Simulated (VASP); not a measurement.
AlN, 8 atoms in the cell. Symmetry: Cm, No. 8, monoclinic system. The conventional cell has a = 5.350 Å, b = 3.089 Å, c = 10.532 Å, α = 90.00°, β = 104.71°, γ = 90.00°. Within 2.5 Å of Al (site symmetry m) lie 3 N at 1.88 Å. Within 2.5 Å of Al (site symmetry m) lie 4 N at 1.88 to 1.89 Å. Within 2.5 Å of Al (site symmetry m) lie 4 N at 1.88 to 1.89 Å. Within 2.5 Å of Al (site symmetry m) lie 4 N at 1.88 to 1.89 Å. Within 2.5 Å of N (site symmetry m) lie 3 Al at 1.88 Å. Within 2.5 Å of N (site symmetry m) lie 4 Al at 1.88 to 1.89 Å. Within 2.5 Å of N (site symmetry m) lie 4 Al at 1.88 to 1.89 Å. Within 2.5 Å of N (site symmetry m) lie 4 Al at 1.88 to 1.89 Å. 

| Property | Result |
| --- | --- |
| Program | VASP 6.6.1 |
| Task | single point |
| Functional | LDA |
| Potentials or basis | VASP PAW LDA potentials, release 64 (Al, N) |
| Cutoff | 520 eV |
| k mesh | 8 × 8 × 3 |
| Occupations | gaussian, width 0.05 eV |
| Spin | no spin polarisation |
| Dipole correction | no |
| Further INCAR settings | ALGO = Normal; EDIFF = 1e-06; NBANDS = 26; ISYM = 0 |

Potentials or basis: VASP PAW LDA potentials, release 64 (Al, N).

Command:

```console
$ cat potpaw_LDA.64/Al/POTCAR potpaw_LDA.64/N/POTCAR > POTCAR
$ mpirun -np 1 vasp_std > vasp.out
```

Hardware: 1 thread of Intel Xeon 8259CL, with other jobs on the host.

Problem. Estimate the wall time of this run.

Solution. Wall time 3.6 min on 1 thread of Intel Xeon 8259CL (shared host), peak memory 0.28 GiB. Counts: scf iterations 14, k points 98.
